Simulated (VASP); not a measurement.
Input of a VASP 6.6.1 run:

The input POSCAR:

```
SrTiO3
1.0
    3.9595350000     -0.0008040000      0.0001240000
   -0.0008040000      3.9601620000      0.0012130000
    0.0001240000      0.0012130000      3.9635440000
Sr Ti O
1 1 3
Direct
    0.4911630000      0.4820370000      0.5100480000
    0.0414810000      0.9588110000      0.9805300000
    0.5044690000      0.0707300000      0.0653260000
    0.0370450000      0.5187640000      0.9385150000
    0.9983520000      0.0137720000      0.5126080000
```

Contents of INCAR.step1:

```
  PREC = Accurate
  ENCUT = 520
  ISMEAR = -1
  SIGMA = 0.0253
  LREAL = F
  LASPH = T
  NELM = 150
  ISPIN = 2
  MAGMOM = 0 0 0 0 0
  LMAXMIX = 4
  NBANDS = 32
  GGA = PE
  ALGO = Normal
  EDIFF = 1E-4
  LWAVE = T
  LCHARG = F
```

INCAR.step2

```
  PREC = Accurate
  ENCUT = 520
  EDIFF = 1E-7
  ISMEAR = -1
  SIGMA = 0.0253
  LREAL = F
  LASPH = T
  NELM = 150
  ALGO = Normal
  ISIF = 2
  LWAVE = F
  LCHARG = F
  ISPIN = 2
  MAGMOM = 0 0 0 0 0
  LORBIT = 11
  LMAXMIX = 4
  METAGGA = R2SCAN
  LMIXTAU = T
  NBANDS = 32
  ISTART = 1
```

Contents of KPOINTS:

```
Automatic mesh
0
Gamma
  5 5 5
```

Potentials or basis: VASP PAW PBE potentials, release 64 (Sr_sv, Ti_sv, O).

Run with:

```console
$ cat potpaw_PBE.64/Sr_sv/POTCAR potpaw_PBE.64/Ti_sv/POTCAR potpaw_PBE.64/O/POTCAR > POTCAR
$ cp INCAR.step1 INCAR
$ mpirun -np 1 vasp_std > vasp.out
$ cp INCAR.step2 INCAR
$ mpirun -np 1 vasp_std > vasp.out
```

(1) Predict the pressure.

(2) Estimate the net moment.

(3) What does it give for the largest force?

## Answers

(1) 0.8 GPa.

(2) 0.00 μB per cell.

(3) 2.776 eV/Å.

Caveat: the stress differs along the axes, from -5 to 7 GPa; the PAW data sets were made with another functional, which shifts forces and pressure a little.
